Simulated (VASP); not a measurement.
# PPbBr (P4/nmm) in VASP: single point with PBE

Aim: the single point of PPbBr with PBE.

Everything below comes from runs of VASP 6.6.1. Logs are shortened: lines on timing, memory, paths and dates and some standing lists are left out, and cuts for length are marked.

### Step 1. The cell of the first run

It takes space group P4/nmm (No. 129, tetragonal). The conventional cell has a = 4.305 Å, b = 4.305 Å, c = 7.816 Å, α = 90.00°, β = 90.00°, γ = 90.00°. Pb (site symmetry 4mm) has 4 P at 2.64 Å and 4 Br at 3.28 Å within 3.5 Å. Br (site symmetry 4mm) has 6 Pb at 3.28 to 4.26 Å and 4 P at 3.48 Å and 4 Br at 3.84 Å within 4.3 Å. P (site symmetry -4m2) has 4 Pb at 2.64 Å and 4 P at 3.04 Å and 4 Br at 3.48 Å within 3.5 Å.

### Step 2. Single point, PBE

INCAR

```
PREC = Accurate ; ENCUT = 520
EDIFF = 1E-6 ; ISMEAR = -1
SIGMA = 0.1 ; LREAL = F
LASPH = T ; NELM = 100
ALGO = Normal ; ISIF = 2
LWAVE = F ; LCHARG = F
GGA = PE ; NBANDS = 35
```

KPOINTS

```
Automatic mesh
0
Gamma
  6 6 4
```

POSCAR

```
PPbBr
1.0
    4.3046550000      0.0000000000      0.0000000000
    0.0000000000      4.3046550000      0.0000000000
    0.0000000000      0.0000000000      7.8163470000
Pb Br P
2 2 2
Direct
    0.0000000000      0.5000000000      0.1950000000
    0.5000000000      0.0000000000      0.8050000000
    0.0000000000      0.5000000000      0.6500000000
    0.5000000000      0.0000000000      0.3500000000
    0.5000000000      0.5000000000      0.0000000000
    0.0000000000      0.0000000000      0.0000000000
```

Potentials or basis: VASP PAW PBE potentials, release 64 (Pb_d, Br, P).

Started as:

```
cat potpaw_PBE.64/Pb_d/POTCAR potpaw_PBE.64/Br/POTCAR potpaw_PBE.64/P/POTCAR > POTCAR
mpirun -np 1 vasp_std > vasp.out
```

OUTCAR:

```text
PREC = Accurate
   ENCUT = 520
   EDIFF = 1E-6
   ISMEAR = -1
   LREAL = F
   LASPH = T
   NELM = 100
   ISIF = 2
   GGA = PE

 ion  position               nearest neighbor table
   1  0.000  0.500  0.195-   5 2.64   6 2.64   6 2.64   5 2.64   4 3.28   4 3.28   4 3.28   4 3.28

   2  0.500  0.000  0.805-   5 2.64   6 2.64   5 2.64   6 2.64   3 3.28   3 3.28   3 3.28   3 3.28

   3  0.000  0.500  0.650-   2 3.28   2 3.28   2 3.28   2 3.28
   4  0.500  0.000  0.350-   1 3.28   1 3.28   1 3.28   1 3.28
   5  0.500  0.500  0.000-   1 2.64   2 2.64   2 2.64   1 2.64
   6  0.000  0.000  0.000-   1 2.64   2 2.64   1 2.64   2 2.64

  LATTYP: Found a simple tetragonal cell.
 ALAT       =     4.3046550000
 C/A-ratio  =     1.8157894187

  Lattice vectors:

 A1 = (   4.3046550000,   0.0000000000,   0.0000000000)
 A2 = (   0.0000000000,   4.3046550000,   0.0000000000)
 A3 = (   0.0000000000,   0.0000000000,   7.8163470000)

Analysis of symmetry for initial positions (statically):
=====================================================================
 Subroutine PRICEL returns:
 Original cell was already a primitive cell.

 Routine SETGRP: Setting up the symmetry group for a
 simple tetragonal supercell.

 Subroutine GETGRP returns: Found 16 space group operations
 (whereof  8 operations were pure point group operations)
 out of a pool of 16 trial point group operations.

The static configuration has the point symmetry D_2d.
 The point group associated with its full space group is D_4h.

Analysis of symmetry for dynamics (positions and initial velocities):
=====================================================================
 Subroutine PRICEL returns:
 Original cell was already a primitive cell.

 Routine SETGRP: Setting up the symmetry group for a
 simple tetragonal supercell.

 Subroutine GETGRP returns: Found 16 space group operations
 (whereof  8 operations were pure point group operations)
 out of a pool of 16 trial point group operations.

The dynamic configuration has the point symmetry D_2d.
 The point group associated with its full space group is D_4h.

 Subroutine INISYM returns: Found 16 space group operations
 (whereof  8 operations are pure point group operations),
 and found     1 'primitive' translations

----------------------------------------------------------------------------------------

                                     Primitive cell

  volume of cell :     144.8373

  direct lattice vectors                    reciprocal lattice vectors
     4.304655000  0.000000000  0.000000000     0.232306654  0.000000000  0.000000000
     0.000000000  4.304655000  0.000000000     0.000000000  0.232306654  0.000000000
     0.000000000  0.000000000  7.816347000     0.000000000  0.000000000  0.127937002

  length of vectors
     4.304655000  4.304655000  7.816347000     0.232306654  0.232306654  0.127937002

  position of ions in fractional coordinates (direct lattice)
     0.000000000  0.500000000  0.195000000
     0.500000000  0.000000000  0.805000000
     0.000000000  0.500000000  0.650000000
     0.500000000  0.000000000  0.350000000
     0.500000000  0.500000000  0.000000000
     0.000000000  0.000000000  0.000000000

  ion indices of the primitive-cell ions
   primitive index   ion index
                 1           1
                 2           2
                 3           3
                 4           4
                 5           5
                 6           6

----------------------------------------------------------------------------------------

 KPOINTS: Automatic mesh

Automatic generation of k-mesh.
 Grid dimensions read from file:
 generate k-points for:    6    6    4

 Generating k-lattice:

  Cartesian coordinates                     Fractional coordinates (reciprocal lattice)
     0.038717776  0.000000000  0.000000000     0.166666667  0.000000000  0.000000000
     0.000000000  0.038717776  0.000000000     0.000000000  0.166666667  0.000000000
     0.000000000  0.000000000  0.031984250     0.000000000  0.000000000  0.250000000

  Length of vectors
     0.038717776  0.038717776  0.031984250

  Shift w.r.t. Gamma in fractional coordinates (k-lattice)
     0.000000000  0.000000000  0.000000000

 Subroutine IBZKPT returns following result:
 ===========================================

 Found     30 irreducible k-points:

 Following reciprocal coordinates:
            Coordinates               Weight
  0.000000  0.000000  0.000000      1.000000
  0.166667  0.000000  0.000000      4.000000
  0.333333  0.000000  0.000000      4.000000
  0.500000  0.000000  0.000000      2.000000
  0.166667  0.166667  0.000000      4.000000
  0.333333  0.166667  0.000000      8.000000
[... 16 lines left out ...]
  0.333333  0.000000  0.500000      4.000000
  0.500000  0.000000  0.500000      2.000000
 [... further k-points ...]
   k-points           NKPTS =     30   k-points in BZ     NKDIM =     30   number of bands    NBANDS=     35
   number of dos      NEDOS =    301   number of ions     NIONS =      6
   total plane-waves  NPLWV =  61440
   dimension x,y,z NGX =    32 NGY =   32 NGZ =   60
   dimension x,y,z NGXF=    64 NGYF=   64 NGZF=  120
   ions per type =               2   2   2
   NGX,Y,Z   is equivalent  to a cutoff of  12.36, 12.36, 12.76 a.u.
   NGXF,Y,Z  is equivalent  to a cutoff of  24.72, 24.72, 25.52 a.u.
 SYSTEM =  unknown system
   PREC   = accura    normal or accurate (medium, high low for compatibility)
   ISTART =      0    job   : 0-new  1-cont  2-samecut
   ICHARG =      2    charge: 1-file 2-atom 10-const
   ISPIN  =      1    spin polarized calculation?
   LNONCOLLINEAR =      F non collinear calculations
   LSORBIT =      F    spin-orbit coupling
   LASPH  =      T    aspherical Exc in radial PAW
   ENCUT  =  520.0 eV  38.22 Ry    6.18 a.u.   8.00  8.00 14.53*2*pi/ulx,y,z
   NELM   =    100;   NELMIN=  2; NELMDL= -5     # of ELM steps
   EDIFF  = 0.1E-05   stopping-criterion for ELM
   LREAL  =      F    real-space projection
   EDIFFG = 0.1E-04   stopping-criterion for IOM
   NSW    =      0    number of steps for IOM
   IBRION =     -1    ionic relax: 0-MD 1-quasi-New 2-CG
   NFREE  =      0    steps in history (QN), initial steepest desc. (CG)
   ISIF   =      2    stress and relaxation
   ISYM   =      2    0-nonsym 1-usesym 2-fastsym
   POTIM  = 0.5000    time-step for ionic-motion
   TEBEG  =    0.0;   TEEND  =   0.0 temperature during run
   PSTRESS=    0.0 pullay stress
   NELECT =      52.0000    total number of electrons
   NUPDOWN=      -1.0000    fix difference up-down
   EMIN   =  10.00;   EMAX   =-10.00  energy-range for DOS
   EFERMI =   0.00;   METHOD = LEGACY
   ISMEAR =    -1;   SIGMA  =   0.10  broadening in eV -4-tet -1-fermi 0-gaus
   EFERMI_NEDOS =   21; number of points for ismear=-14 and -15
   IALGO  =     38    algorithm
   IMIX   =      4    mixing-type and parameters
     AMIX     =   0.40;   BMIX     =  1.00
     AMIX_MAG =   1.60;   BMIX_MAG =  1.00
  volume/ion in A,a.u.               =      24.14       162.90
  Fermi-wavevector in a.u.,A,eV,Ry     =   1.163543  2.198777 18.420007  1.353832
  Thomas-Fermi vector in A             =   2.300091
   LORBIT       =      0    0 simple, 1 ext, 2 COOP (PROOUT), +10 PAW based schemes
   GGA     = PE    functional components
   LHFCALC =     F    Hartree Fock is set to
   AEXX    =    0.0000 exact exchange contribution
   IVDW    =     0    specifies the selected vdW correction
   LEPSILON=     F    determine dielectric tensor
   LRPA    =     F    only Hartree local field effects (RPA)
 non-spin polarized calculation
  energy-cutoff  :      520.00
  volume of cell :      144.84
 maximum number of plane-waves:      3960
   NGX = 17   NGY = 17   NGZ = 29

 number of electron      52.0000016 magnetization

 Free energy of the ion-electron system (eV)
  ---------------------------------------------------
  ext. energy  EPLUGINS =         0.00000000
  ---------------------------------------------------
  free energy    TOTEN  =       -19.60528831 eV

  energy without entropy =      -19.49634155  energy(sigma->0) =      -19.55081493

 E-fermi :   4.9294     XC(G=0):  -9.8475

 val. band max:        4.9228553385   @ k =   0.1667   0.0000   0.2500
 cond. band min:       4.9335867609   @ k =   0.1667   0.0000   0.5000
 fundamental gap:      0.0107314224
 Fermi energy:         4.9294298305

 k-point     1 :       0.0000    0.0000    0.0000
  band No.  band energies     occupation
      1     -11.5584      2.00000
      2     -11.4882      2.00000
      3     -11.4882      2.00000
      4     -11.4713      2.00000
      5     -11.4183      2.00000
      6     -11.4183      2.00000
[... 27 lines left out ...]
     34      10.9725      0.00000
     35      11.6934      0.00000

 k-point     2 :       0.1667    0.0000    0.0000
  band No.  band energies     occupation
      1     -11.5616      2.00000
      2     -11.4838      2.00000
      3     -11.4795      2.00000
      4     -11.4626      2.00000
      5     -11.4475      2.00000
      6     -11.4239      2.00000
[... 27 lines left out ...]
     34      11.0400      0.00000
     35      12.0033      0.00000

 k-point     3 :       0.3333    0.0000    0.0000
  band No.  band energies     occupation
      1     -11.5663      2.00000
      2     -11.5077      2.00000
      3     -11.4719      2.00000
      4     -11.4609      2.00000
      5     -11.4483      2.00000
      6     -11.4381      2.00000
[... 27 lines left out ...]
     34      11.3169      0.00000
     35      12.9347      0.00000

 k-point     4 :       0.5000    0.0000    0.0000
  band No.  band energies     occupation
      1     -11.5524      2.00000
      2     -11.5524      2.00000
      3     -11.4556      2.00000
      4     -11.4556      2.00000
      5     -11.4480      2.00000
      6     -11.4480      2.00000
[... 27 lines left out ...]
     34      10.5622      0.00000
     35      12.5659      0.00000

 k-point     5 :       0.1667    0.1667    0.0000
  band No.  band energies     occupation
      1     -11.5672      2.00000
      2     -11.4793      2.00000
      3     -11.4780      2.00000
      4     -11.4685      2.00000
      5     -11.4516      2.00000
      6     -11.4194      2.00000
[... 638 lines left out ...]
 k-point    22 :       0.1667    0.0000    0.5000
  band No.  band energies     occupation
      1     -11.5616      2.00000
      2     -11.4831      2.00000
      3     -11.4794      2.00000
      4     -11.4628      2.00000
      5     -11.4487      2.00000
      6     -11.4247      2.00000
[... 27 lines left out ...]
     34      10.8034      0.00000
     35      12.0275      0.00000

 k-point    23 :       0.3333    0.0000    0.5000
  band No.  band energies     occupation
      1     -11.5668      2.00000
      2     -11.5089      2.00000
      3     -11.4717      2.00000
      4     -11.4616      2.00000
      5     -11.4491      2.00000
      6     -11.4388      2.00000
[... 27 lines left out ...]
     34      11.3778      0.00000
     35      12.6324      0.00000

 k-point    24 :       0.5000    0.0000    0.5000
  band No.  band energies     occupation
      1     -11.5534      2.00000
      2     -11.5534      2.00000
      3     -11.4559      2.00000
      4     -11.4559      2.00000
      5     -11.4490      2.00000
      6     -11.4490      2.00000
[... 27 lines left out ...]
     34      10.8536      0.00000
     35      13.3860      0.00000

 [... further k-points ...]

------------------------ aborting loop because EDIFF is reached ----------------------------------------

  FORCE on cell =-STRESS in cart. coord.  units (eV):
  Direction    XX          YY          ZZ          XY          YZ          ZX
  --------------------------------------------------------------------------------------
  -------------------------------------------------------------------------------------
  Total        8.8266967      8.8266967     12.1415107      0.0000000      0.0000000      0.0000000
  in kB       97.6401084     97.6401084    134.3082767      0.0000000      0.0000000      0.0000000
  external PRESSURE =     109.8628312 kB  Pullay stress =       0.0000000 kB

 VOLUME and BASIS-vectors are now :
 -----------------------------------------------------------------------------
  energy-cutoff  :      520.00
  volume of cell :      144.84
      direct lattice vectors                 reciprocal lattice vectors
     4.304655000  0.000000000  0.000000000     0.232306654  0.000000000  0.000000000
     0.000000000  4.304655000  0.000000000     0.000000000  0.232306654  0.000000000
     0.000000000  0.000000000  7.816347000     0.000000000  0.000000000  0.127937002

 POSITION                                       TOTAL-FORCE (eV/Angst)
 -----------------------------------------------------------------------------------
      0.00000      2.15233      1.52419         0.000000      0.000000      3.150481
      2.15233      0.00000      6.29216        -0.000000      0.000000     -3.150481
      0.00000      2.15233      5.08063         0.000000      0.000000     -0.250645
      2.15233      0.00000      2.73572        -0.000000      0.000000      0.250645
      2.15233      2.15233      0.00000        -0.000000      0.000000      0.000000
      0.00000      0.00000      0.00000        -0.000000      0.000000      0.000000
 -----------------------------------------------------------------------------------
    total drift:                                0.000000      0.000000      0.000000

  FREE ENERGIE OF THE ION-ELECTRON SYSTEM (eV)
  ---------------------------------------------------
  free  energy   TOTEN  =       -19.6052883057 eV

  energy  without entropy=      -19.4963415506  energy(sigma->0) =      -19.55081493
```

It took 3.2 min on 1 thread of Oxide Virtual Turin-like, shared host; peak memory 0.28 GiB.

Results:

* Free energy: -19.6053 eV
* Pressure: 11.0 GPa
* Largest force: 3.150 eV/Å
* Band gap on the k mesh: zero (band 26 reaches 5.61 eV, above the bottom of band 27 at 4.93 eV)

Forces in eV/Å, atoms in the order of the input:
```
Pb   0.000  0.000  3.150
Pb   0.000  0.000 -3.150
Br   0.000  0.000 -0.251
Br   0.000  0.000  0.251
P    0.000  0.000  0.000
P    0.000  0.000  0.000
```

Stress tensor (GPa, compression positive):
```
 9.76  0.00  0.00
 0.00  9.76  0.00
 0.00  0.00 13.43
```

Caveat: spin-orbit coupling is left out, which moves the levels of the heavy elements; forces of over 1 eV/Å act on the atoms, so gaps and moduli don't describe the material at rest.
